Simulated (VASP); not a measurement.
# C (Im-3m) in VASP: a series of runs

C is run at these levels: r2SCAN; tasks: single point, relaxation of cell and atoms.

All numbers are computed with VASP 6.6.1; they aren't measurements. Logs are shortened: lines on timing, memory, paths and dates and some standing lists are left out, and cuts for length are marked.

### 1 The cell of the first run

The structure is cubic, space group Im-3m (No. 229). Conventional cell: a = 2.365 Å, b = 2.365 Å, c = 2.365 Å, α = 90.00°, β = 90.00°, γ = 90.00°. Within 2.7 Å of C (site symmetry m-3m) lie 14 C at 2.05 to 2.36 Å.

### 2 Single point, r2SCAN

POSCAR

```
C
1.0
   -1.1822764843      1.1822764843      1.1822764843
    1.1822764843     -1.1822764843      1.1822764843
    1.1822764843      1.1822764843     -1.1822764843
C
1
Direct
    0.0000000000      0.0000000000      0.0000000000
```

INCAR.step1

```
PREC     = Accurate       # precision mode
ENCUT    = 520            # plane-wave cutoff, eV
ISMEAR   = 0              # smearing method
SIGMA    = 0.1            # smearing width, eV
LREAL    = F              # projectors in reciprocal space
LASPH    = T              # aspherical terms in the spheres
NELM     = 100            # most SCF steps
NBANDS   = 8              # bands
GGA      = PE             # functional
ALGO     = Normal         # electronic algorithm
EDIFF    = 1E-4           # SCF threshold, eV
LWAVE    = T              # write WAVECAR
LCHARG   = F              # write CHGCAR
```

INCAR.step2

```
PREC     = Accurate       # precision mode
ENCUT    = 520            # plane-wave cutoff, eV
EDIFF    = 1E-7           # SCF threshold, eV
ISMEAR   = 0              # smearing method
SIGMA    = 0.1            # smearing width, eV
LREAL    = F              # projectors in reciprocal space
LASPH    = T              # aspherical terms in the spheres
NELM     = 100            # most SCF steps
ALGO     = Normal         # electronic algorithm
ISIF     = 2              # what is computed and relaxed
LWAVE    = F              # write WAVECAR
LCHARG   = F              # write CHGCAR
METAGGA  = R2SCAN         # meta-GGA
LMIXTAU  = T            
NBANDS   = 8              # bands
ISTART   = 1
```

KPOINTS

```
Automatic mesh
0
Gamma
  8 8 8
```

Potentials or basis: VASP PAW PBE potentials, release 64 (C).

The run is started by

```bash
cat potpaw_PBE.64/C/POTCAR > POTCAR
cp INCAR.step1 INCAR
mpirun -np 1 vasp_std > vasp.out
cp INCAR.step2 INCAR
mpirun -np 1 vasp_std > vasp.out
```

OUTCAR:

```text
PREC = Accurate
   ENCUT = 520
   EDIFF = 1E-7
   ISMEAR = 0
   LREAL = F
   LASPH = T
   NELM = 100
   ISIF = 2
   METAGGA = R2SCAN
   ISTART = 1

 ion  position               nearest neighbor table
   1  0.000  0.000  0.000-

  LATTYP: Found a body centered cubic cell.
 ALAT       =     2.3645529686

  Lattice vectors:

 A1 = (  -1.1822764843,   1.1822764843,   1.1822764843)
 A2 = (   1.1822764843,  -1.1822764843,   1.1822764843)
 A3 = (   1.1822764843,   1.1822764843,  -1.1822764843)

Analysis of symmetry for initial positions (statically):
=====================================================================
 Subroutine PRICEL returns:
 Original cell was already a primitive cell.

 Routine SETGRP: Setting up the symmetry group for a
 body centered cubic supercell.

 Subroutine GETGRP returns: Found 48 space group operations
 (whereof 48 operations were pure point group operations)
 out of a pool of 48 trial point group operations.

The static configuration has the point symmetry O_h .

Analysis of symmetry for dynamics (positions and initial velocities):
=====================================================================
 Subroutine PRICEL returns:
 Original cell was already a primitive cell.

 Routine SETGRP: Setting up the symmetry group for a
 body centered cubic supercell.

 Subroutine GETGRP returns: Found 48 space group operations
 (whereof 48 operations were pure point group operations)
 out of a pool of 48 trial point group operations.

The dynamic configuration has the point symmetry O_h .

 Subroutine INISYM returns: Found 48 space group operations
 (whereof 48 operations are pure point group operations),
 and found     1 'primitive' translations

----------------------------------------------------------------------------------------

                                     Primitive cell

  volume of cell :       6.6102

  direct lattice vectors                    reciprocal lattice vectors
    -1.182276484  1.182276484  1.182276484     0.000000000  0.422912920  0.422912920
     1.182276484 -1.182276484  1.182276484     0.422912920  0.000000000  0.422912920
     1.182276484  1.182276484 -1.182276484     0.422912920  0.422912920  0.000000000

  length of vectors
     2.047762939  2.047762939  2.047762939     0.598089187  0.598089187  0.598089187
[... 72 lines left out ...]
   ICHARG =      0    charge: 1-file 2-atom 10-const
   ISPIN  =      1    spin polarized calculation?
   LNONCOLLINEAR =      F non collinear calculations
   LSORBIT =      F    spin-orbit coupling
   LASPH  =      T    aspherical Exc in radial PAW
   ENCUT  =  520.0 eV  38.22 Ry    6.18 a.u.   3.81  3.81  3.81*2*pi/ulx,y,z
   NELM   =    100;   NELMIN=  2; NELMDL=  0     # of ELM steps
   EDIFF  = 0.1E-06   stopping-criterion for ELM
   LREAL  =      F    real-space projection
   EDIFFG = 0.1E-05   stopping-criterion for IOM
   NSW    =      0    number of steps for IOM
   IBRION =     -1    ionic relax: 0-MD 1-quasi-New 2-CG
   NFREE  =      0    steps in history (QN), initial steepest desc. (CG)
   ISIF   =      2    stress and relaxation
   ISYM   =      2    0-nonsym 1-usesym 2-fastsym
   POTIM  = 0.5000    time-step for ionic-motion
   TEBEG  =    0.0;   TEEND  =   0.0 temperature during run
   PSTRESS=    0.0 pullay stress
   NELECT =       4.0000    total number of electrons
   NUPDOWN=      -1.0000    fix difference up-down
   EMIN   =  10.00;   EMAX   =-10.00  energy-range for DOS
   EFERMI =   0.00;   METHOD = LEGACY
   ISMEAR =     0;   SIGMA  =   0.10  broadening in eV -4-tet -1-fermi 0-gaus
   EFERMI_NEDOS =   21; number of points for ismear=-14 and -15
   IALGO  =     38    algorithm
   IMIX   =      4    mixing-type and parameters
     AMIX     =   0.40;   BMIX     =  1.00
     AMIX_MAG =   1.60;   BMIX_MAG =  1.00
  volume/ion in A,a.u.               =       6.61        44.61
  Fermi-wavevector in a.u.,A,eV,Ry     =   1.384700  2.616704 26.087741  1.917395
  Thomas-Fermi vector in A             =   2.509180
   LORBIT       =      0    0 simple, 1 ext, 2 COOP (PROOUT), +10 PAW based schemes
   METAGGA = R2SCAN    functional components
   LHFCALC =     F    Hartree Fock is set to
   AEXX    =    0.0000 exact exchange contribution
   IVDW    =     0    specifies the selected vdW correction
   LEPSILON=     F    determine dielectric tensor
   LRPA    =     F    only Hartree local field effects (RPA)
 non-spin polarized calculation
 Gauss-broadening in eV      SIGMA  =   0.10
  energy-cutoff  :      520.00
  volume of cell :        6.61
 maximum number of plane-waves:       188
   NGX =  7   NGY =  7   NGZ =  7

 number of electron       4.0000000 magnetization

 Free energy of the ion-electron system (eV)
  ---------------------------------------------------
  ext. energy  EPLUGINS =         0.00000000
  ---------------------------------------------------
  free energy    TOTEN  =        -5.31918180 eV

  energy without entropy =       -5.31062689  energy(sigma->0) =       -5.31490435

 E-fermi :   8.7913     XC(G=0): -14.2413

 val. band max:        8.7711732011   @ k =  -0.3750   0.5000   0.1250
 cond. band min:       8.8560932104   @ k =   0.2500   0.1250   0.0000
 fundamental gap:      0.0849200093
 Fermi energy:         8.7912865425

 k-point     1 :       0.0000    0.0000    0.0000
  band No.  band energies     occupation
      1     -12.2689      2.00000
      2      18.5692      0.00000
      3      18.5692      0.00000
      4      18.5692      0.00000
      5      43.4147      0.00000
      6      43.4147      0.00000
      7      43.4147      0.00000
      8      46.6631      0.00000
[... 243 lines left out ...]
 k-point    24 :      -0.3750    0.3750    0.2500
  band No.  band energies     occupation
      1      -2.8323      2.00000
      2       7.4212      2.00000
      3      10.1978      0.00000
      4      13.9198      0.00000
      5      26.9496      0.00000
      6      35.5652      0.00000
      7      43.0000      0.00000
      8      45.2199      0.00000

 [... further k-points ...]
[... 5 lines left out ...]
  --------------------------------------------------------------------------------------
  -------------------------------------------------------------------------------------
  Total        0.0051132      0.0051132      0.0051132     -0.0000000     -0.0000000      0.0000000
  in kB        1.2393382      1.2393382      1.2393382     -0.0000000     -0.0000000      0.0000000
  external PRESSURE =       1.2393382 kB  Pullay stress =       0.0000000 kB

 VOLUME and BASIS-vectors are now :
 -----------------------------------------------------------------------------
  energy-cutoff  :      520.00
  volume of cell :        6.61
      direct lattice vectors                 reciprocal lattice vectors
    -1.182276484  1.182276484  1.182276484     0.000000000  0.422912920  0.422912920
     1.182276484 -1.182276484  1.182276484     0.422912920  0.000000000  0.422912920
     1.182276484  1.182276484 -1.182276484     0.422912920  0.422912920  0.000000000

 POSITION                                       TOTAL-FORCE (eV/Angst)
 -----------------------------------------------------------------------------------
      0.00000      0.00000      0.00000        -0.000000      0.000000      0.000000
 -----------------------------------------------------------------------------------
    total drift:                               -0.000000     -0.000000      0.000000

  FREE ENERGIE OF THE ION-ELECTRON SYSTEM (eV)
  ---------------------------------------------------
  free  energy   TOTEN  =        -5.3191818029 eV

  energy  without entropy=       -5.3106268949  energy(sigma->0) =       -5.31490435
```

OSZICAR.step1:

```text
N       E                     dE             d eps       ncg     rms          rms(c)
DAV:   1    -0.346035679884E+01   -0.34604E+01   -0.24485E+03   528   0.483E+02
DAV:   2    -0.485703139471E+01   -0.13967E+01   -0.11445E+01   624   0.223E+01
DAV:   3    -0.486058526002E+01   -0.35539E-02   -0.35537E-02   520   0.124E+00
DAV:   4    -0.486058563547E+01   -0.37546E-06   -0.37513E-06   680   0.138E-02
DAV:   5    -0.486058563498E+01    0.48811E-09   -0.19618E-10   488   0.522E-05    0.981E-01
DAV:   6    -0.486285959597E+01   -0.22740E-02   -0.70826E-04   520   0.183E-01    0.578E-01
DAV:   7    -0.486449434091E+01   -0.16347E-02   -0.15434E-03   512   0.275E-01    0.360E-02
DAV:   8    -0.486450244784E+01   -0.81069E-05   -0.27894E-05   240   0.387E-02
   1 F= -.48645024E+01 E0= -.48608013E+01  d E =-.740226E-02
```

Run time: 15 s. Hardware: 1 thread of AMD EPYC 7R13, shared host; peak memory 0.08 GiB.

What came out:

* Free energy: -5.3192 eV
* Pressure: 0.1 GPa
* Band gap on the k mesh: zero (band 2 reaches 18.57 eV, above the bottom of band 3 at 3.67 eV)

Caveat: the k points lie up to 0.47 Å⁻¹ apart; the PAW data sets were made with another functional, which shifts forces and pressure a little.

(Part 1 of 2 ends here.)
